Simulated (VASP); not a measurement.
Runs of VASP 6.6.1 on NiO. The structure is that of space group P6_3/mmc (No. 194), or close to it. The cells are those of the table. 

```tsv
task	cell	cutoff (eV)	gap on the mesh (eV)	pressure (GPa)	moment (μB)
single point	a = 3.024, b = 3.024, c = 5.161 Å, angles 90.0, 90.0, 120.0°, 4 atoms	520	0.70	-14.6	0.00
relaxation of shape and atoms at fixed volume	relaxed from a = 2.955, b = 2.955, c = 5.108 Å, angles 90.0, 90.0, 120.0°, 4 atoms	600	0.72	-7.1	0.00
relaxation of shape and atoms at fixed volume	relaxed from a = 2.987, b = 2.987, c = 5.145 Å, angles 90.0, 90.0, 120.0°, 4 atoms	600	0.71	-11.3	0.00
single point	a = 2.992, b = 2.992, c = 5.128 Å, angles 90.0, 90.0, 120.0°, 4 atoms	520	0.71	(a)	0.00
```

Alike in all rows: level PBE; potentials or basis VASP PAW PBE potentials, release 64 (Ni, O); spin collinear, antiferromagnetic start; k mesh 12 × 12 × 8; smearing gaussian 0.05 eV.

Question: Fill in the values left out.

Answer: (a) -11.1.

Caveats: the cell stands under tension (at least some runs).

A k mesh can miss the band edges.
